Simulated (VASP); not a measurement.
# TiO2 (P4_2/mnm) in VASP: a series of runs, part 2 of 2

VASP 6.6.1. The steps go on from the part before.

**3. Single point, PBE (9.52 Å³/atom)**

This run uses another cell than the first one, of 9.52 Å³/atom.

Input file INCAR:

```
SYSTEM = TiO2
ALGO = Normal ; EDIFF = 1E-6
ENCUT = 520 ; GGA = PE
ISIF = 2 ; ISMEAR = 0
LASPH = .TRUE. ; LCHARG = .FALSE.
LREAL = .FALSE. ; LWAVE = .FALSE.
NBANDS = 33 ; NELM = 60
PREC = Accurate ; SIGMA = 0.05
```

Input file KPOINTS:

```
k-points
0
G
  8 8 10
  0 0 0
```

Input file POSCAR:

```
TiO2
1.0
    4.4125369240      0.0000000000      0.0000000000
    0.0000000000      4.4125369240      0.0000000000
    0.0000000000      0.0000000000      2.9321307860
Ti O
2 4
Direct
    0.0000000000      0.0000000000      0.0000000000
    0.5000000000      0.5000000000      0.5000000000
    0.3050970583      0.3050970583      0.0000000000
    0.1949029417      0.8050970583      0.5000000000
    0.6949029417      0.6949029417      0.0000000000
    0.8050970583      0.1949029417      0.5000000000
```

Potentials or basis: VASP PAW PBE potentials, release 64 (Ti_sv, O).

Started as:

```bash
cat potpaw_PBE.64/Ti_sv/POTCAR potpaw_PBE.64/O/POTCAR > POTCAR
mpirun -np 1 vasp_std > vasp.out
```

OUTCAR:

```text
SYSTEM = TiO2
   EDIFF = 1E-6
   ENCUT = 520
   GGA = PE
   ISIF = 2
   ISMEAR = 0
   LASPH = .TRUE.
   LREAL = .FALSE.
   NELM = 60
   PREC = Accurate

 ion  position               nearest neighbor table
   1  0.000  0.000  0.000-   3 1.90   5 1.90   4 1.90   6 1.90   4 1.90   6 1.90
   2  0.500  0.500  0.500-   4 1.90   6 1.90   5 1.90   3 1.90   3 1.90   5 1.90
   3  0.305  0.305  0.000-   1 1.90   2 1.90   2 1.90
   4  0.195  0.805  0.500-   2 1.90   1 1.90   1 1.90
   5  0.695  0.695  0.000-   1 1.90   2 1.90   2 1.90
   6  0.805  0.195  0.500-   2 1.90   1 1.90   1 1.90

  LATTYP: Found a simple tetragonal cell.
 ALAT       =     4.4125369240
 C/A-ratio  =     0.6645000000

  Lattice vectors:

 A1 = (   4.4125369240,   0.0000000000,   0.0000000000)
 A2 = (   0.0000000000,   4.4125369240,   0.0000000000)
 A3 = (   0.0000000000,   0.0000000000,   2.9321307860)

Analysis of symmetry for initial positions (statically):
=====================================================================
 Subroutine PRICEL returns:
 Original cell was already a primitive cell.

 Routine SETGRP: Setting up the symmetry group for a
 simple tetragonal supercell.

 Subroutine GETGRP returns: Found 16 space group operations
 (whereof  8 operations were pure point group operations)
 out of a pool of 16 trial point group operations.

The static configuration has the point symmetry D_2h.
 The point group associated with its full space group is D_4h.

Analysis of symmetry for dynamics (positions and initial velocities):
=====================================================================
 Subroutine PRICEL returns:
 Original cell was already a primitive cell.

 Routine SETGRP: Setting up the symmetry group for a
 simple tetragonal supercell.

 Subroutine GETGRP returns: Found 16 space group operations
 (whereof  8 operations were pure point group operations)
 out of a pool of 16 trial point group operations.

The dynamic configuration has the point symmetry D_2h.
 The point group associated with its full space group is D_4h.

 Subroutine INISYM returns: Found 16 space group operations
 (whereof  8 operations are pure point group operations),
 and found     1 'primitive' translations

----------------------------------------------------------------------------------------

                                     Primitive cell

  volume of cell :      57.0900

  direct lattice vectors                    reciprocal lattice vectors
     4.412536924  0.000000000  0.000000000     0.226626999  0.000000000  0.000000000
     0.000000000  4.412536924  0.000000000     0.000000000  0.226626999  0.000000000
     0.000000000  0.000000000  2.932130786     0.000000000  0.000000000  0.341048907

  length of vectors
     4.412536924  4.412536924  2.932130786     0.226626999  0.226626999  0.341048907

  position of ions in fractional coordinates (direct lattice)
     0.000000000  0.000000000  0.000000000
     0.500000000  0.500000000  0.500000000
     0.305097058  0.305097058  0.000000000
[... 35 lines left out ...]
 ===========================================

 Found     90 irreducible k-points:

 Following reciprocal coordinates:
            Coordinates               Weight
  0.000000  0.000000  0.000000      1.000000
  0.125000  0.000000  0.000000      4.000000
  0.250000  0.000000  0.000000      4.000000
  0.375000  0.000000  0.000000      4.000000
  0.500000  0.000000  0.000000      2.000000
  0.125000  0.125000  0.000000      4.000000
[... 16 lines left out ...]
  0.375000  0.125000  0.100000     16.000000
  0.500000  0.125000  0.100000      8.000000
 [... further k-points ...]
   k-points           NKPTS =     90   k-points in BZ     NKDIM =     90   number of bands    NBANDS=     33
   number of dos      NEDOS =    301   number of ions     NIONS =      6
   total plane-waves  NPLWV =  31104
   dimension x,y,z NGX =    36 NGY =   36 NGZ =   24
   dimension x,y,z NGXF=    72 NGYF=   72 NGZF=   48
   ions per type =               2   4
   NGX,Y,Z   is equivalent  to a cutoff of  13.56, 13.56, 13.61 a.u.
   NGXF,Y,Z  is equivalent  to a cutoff of  27.13, 27.13, 27.22 a.u.
 SYSTEM =  TiO2
   PREC   = accura    normal or accurate (medium, high low for compatibility)
   ISTART =      0    job   : 0-new  1-cont  2-samecut
   ICHARG =      2    charge: 1-file 2-atom 10-const
   ISPIN  =      1    spin polarized calculation?
   LNONCOLLINEAR =      F non collinear calculations
   LSORBIT =      F    spin-orbit coupling
   LASPH  =      T    aspherical Exc in radial PAW
   ENCUT  =  520.0 eV  38.22 Ry    6.18 a.u.   8.20  8.20  5.45*2*pi/ulx,y,z
   NELM   =     60;   NELMIN=  2; NELMDL= -5     # of ELM steps
   EDIFF  = 0.1E-05   stopping-criterion for ELM
   LREAL  =      F    real-space projection
   EDIFFG = 0.1E-04   stopping-criterion for IOM
   NSW    =      0    number of steps for IOM
   IBRION =     -1    ionic relax: 0-MD 1-quasi-New 2-CG
   NFREE  =      0    steps in history (QN), initial steepest desc. (CG)
   ISIF   =      2    stress and relaxation
   ISYM   =      2    0-nonsym 1-usesym 2-fastsym
   POTIM  = 0.5000    time-step for ionic-motion
   TEBEG  =    0.0;   TEEND  =   0.0 temperature during run
   PSTRESS=    0.0 pullay stress
   NELECT =      48.0000    total number of electrons
   NUPDOWN=      -1.0000    fix difference up-down
   EMIN   =  10.00;   EMAX   =-10.00  energy-range for DOS
   EFERMI =   0.00;   METHOD = LEGACY
   ISMEAR =     0;   SIGMA  =   0.05  broadening in eV -4-tet -1-fermi 0-gaus
   EFERMI_NEDOS =   21; number of points for ismear=-14 and -15
   IALGO  =     38    algorithm
   IMIX   =      4    mixing-type and parameters
     AMIX     =   0.40;   BMIX     =  1.00
     AMIX_MAG =   1.60;   BMIX_MAG =  1.00
  volume/ion in A,a.u.               =       9.52        64.21
  Fermi-wavevector in a.u.,A,eV,Ry     =   1.545143  2.919896 32.483442  2.387466
  Thomas-Fermi vector in A             =   2.650563
   LORBIT       =      0    0 simple, 1 ext, 2 COOP (PROOUT), +10 PAW based schemes
   GGA     = PE    functional components
   LHFCALC =     F    Hartree Fock is set to
   AEXX    =    0.0000 exact exchange contribution
   IVDW    =     0    specifies the selected vdW correction
   LEPSILON=     F    determine dielectric tensor
   LRPA    =     F    only Hartree local field effects (RPA)
 non-spin polarized calculation
 Gauss-broadening in eV      SIGMA  =   0.05
  energy-cutoff  :      520.00
  volume of cell :       57.09
 maximum number of plane-waves:      1567
 NGX is ok and might be reduce to    36
   NGX = 17   NGY = 17   NGZ = 11

 number of electron      47.9999968 magnetization

 Free energy of the ion-electron system (eV)
  ---------------------------------------------------
  ext. energy  EPLUGINS =         0.00000000
  ---------------------------------------------------
  free energy    TOTEN  =       -53.03143589 eV

  energy without entropy =      -53.03143589  energy(sigma->0) =      -53.03143589

 E-fermi :   6.1175     XC(G=0): -11.9078

 val. band max:        5.8970376582   @ k =   0.0000   0.0000   0.0000
 cond. band min:       7.9461324605   @ k =   0.0000   0.0000   0.0000
 fundamental gap:      2.0490948023
 Fermi energy:         6.1174700483

 k-point     1 :       0.0000    0.0000    0.0000
  band No.  band energies     occupation
      1     -50.8033      2.00000
      2     -50.7741      2.00000
      3     -27.2137      2.00000
      4     -27.2137      2.00000
      5     -26.9730      2.00000
      6     -26.9730      2.00000
[... 853 lines left out ...]
     32      12.4736      0.00000
     33      12.9610      0.00000

 [... further k-points ...]

------------------------ aborting loop because EDIFF is reached ----------------------------------------

  FORCE on cell =-STRESS in cart. coord.  units (eV):
  Direction    XX          YY          ZZ          XY          YZ          ZX
  --------------------------------------------------------------------------------------
  -------------------------------------------------------------------------------------
  Total       11.5926487     11.5926487     10.2430852     -0.0000000      0.0000000      0.0000000
  in kB      325.3368184    325.3368184    287.4625834     -0.0000000      0.0000000      0.0000000
  external PRESSURE =     312.7120734 kB  Pullay stress =       0.0000000 kB

 VOLUME and BASIS-vectors are now :
 -----------------------------------------------------------------------------
  energy-cutoff  :      520.00
  volume of cell :       57.09
      direct lattice vectors                 reciprocal lattice vectors
     4.412536924  0.000000000  0.000000000     0.226626999  0.000000000  0.000000000
     0.000000000  4.412536924  0.000000000     0.000000000  0.226626999  0.000000000
     0.000000000  0.000000000  2.932130786     0.000000000  0.000000000  0.341048907

 POSITION                                       TOTAL-FORCE (eV/Angst)
 -----------------------------------------------------------------------------------
      0.00000      0.00000      0.00000         0.000000      0.000000      0.000000
      2.20627      2.20627      1.46607         0.000000      0.000000      0.000000
      1.34625      1.34625      0.00000        -0.328314     -0.328314      0.000000
      0.86002      3.55252      1.46607         0.328314     -0.328314      0.000000
      3.06628      3.06628      0.00000         0.328314      0.328314     -0.000000
      3.55252      0.86002      1.46607        -0.328314      0.328314     -0.000000
 -----------------------------------------------------------------------------------
    total drift:                               -0.000000      0.000000     -0.000000

  FREE ENERGIE OF THE ION-ELECTRON SYSTEM (eV)
  ---------------------------------------------------
  free  energy   TOTEN  =       -53.0314358862 eV

  energy  without entropy=      -53.0314358862  energy(sigma->0) =      -53.03143589
```

Wall time 62 s (1 thread of Intel Xeon 6975P-C (Granite Rapids), shared host); peak memory 0.26 GiB.

Results:

| Quantity | Value |
| --- | --- |
| Free energy | -53.0314 eV |
| Pressure | 31.3 GPa |
| Largest force | 0.464 eV/Å |
| Band gap on the k mesh | 2.05 eV |

Forces in eV/Å, atoms in the order of the input:
```
Ti   0.000  0.000  0.000
Ti   0.000  0.000  0.000
O   -0.328 -0.328  0.000
O    0.328 -0.328  0.000
O    0.328  0.328  0.000
O   -0.328  0.328  0.000
```

Stress tensor (GPa, compression positive):
```
32.53  0.00  0.00
 0.00 32.53  0.00
 0.00  0.00 28.75
```

Levels at points of the mesh, in eV from the valence-band top:
```csv
k point,band 22,band 23,band 24,band 25,band 26,band 27
"(0.00, 0.00, 0.00)",-0.44,-0.44,0.00,2.05,2.48,2.54
"(0.50, 0.00, 0.00)",-1.93,-0.86,-0.86,2.86,2.86,3.32
"(0.50, 0.50, 0.00)",-1.50,-1.02,-1.02,2.15,2.15,2.68
"(0.00, 0.00, 0.50)",-2.70,-1.47,-1.47,3.27,3.27,3.32
"(0.50, 0.00, 0.50)",-2.23,-1.18,-1.18,2.06,2.06,3.32
"(0.50, 0.50, 0.50)",-1.50,-0.66,-0.66,2.83,2.83,3.33
```

Caveat: the cell stands under pressure.
